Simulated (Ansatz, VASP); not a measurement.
**HfN in VASP and in Ansatz**

```
Hf N
1.0
     0.00000    2.28873    2.28873
     2.28873    0.00000    2.28873
     2.28873    2.28873    0.00000
Hf N
1 1
Direct
  0.00000 0.00000 0.00000
  0.50000 0.50000 0.50000
```

Change from the starting cell: volume scaled by 1.04.

Alike in both runs: task single point; functional LDA; k mesh 10 × 10 × 10; occupations fermi-dirac, width 0.03 eV; no spin polarisation.

|  | VASP | Ansatz |
| --- | --- | --- |
| version | VASP 6.6.1 | Ansatz 0.2.0 |
| potentials or method | VASP PAW LDA potentials, release 64 (Hf_pv, N), cutoff 520 eV | all-electron LAPW, scalar-relativistic |

Ansatz gave:

* pressure (GPa): -18.6

Problem. Estimate VASP's values.

Solution. Pressure (GPa): -20.0.

LDA's correlation is that of Perdew and Zunger in VASP and of Perdew and Wang (1992) in Ansatz. Ansatz ran all-electron here, and VASP with PAW potentials.

Spin-orbit coupling is off throughout.
